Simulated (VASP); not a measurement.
Runs of VASP 6.6.1 on Cd. The structure is that of space group Fm-3m (No. 225), or close to it. The cells are those of the table. This isn't the form of Cd at room conditions, which is hcp.

```csv
task,cell,gap on the mesh (eV),pressure (GPa)
single point,"a = 2.865 Å, angles 60.0°, 1 atom",none,(a)
single point,"a = 3.047 Å, angles 60.0°, 1 atom",none,-0.1
single point,"a = 2.818 Å, angles 60.0°, 1 atom",none,30.3
single point,"a = 2.934 Å, angles 60.0°, 1 atom",none,10.0
relaxation of cell and atoms,"relaxed from a = 3.125 Å, angles 60.0°, 1 atom",none,0.0
```

Alike in all rows: level LDA; potentials or basis VASP PAW LDA potentials, release 64 (Cd_sv_GW); no spin polarisation; k mesh 8 × 8 × 8; cutoff (eV) 630; smearing gaussian 0.1 eV.

Fill in the values left out.

(a) 20.2.

Caveats: the cell stands under pressure (at least some runs).

A k mesh can miss the band edges, and the runs leave out spin-orbit coupling on Cd.

A gap of «none» marks levels without a gap at the run's occupations.
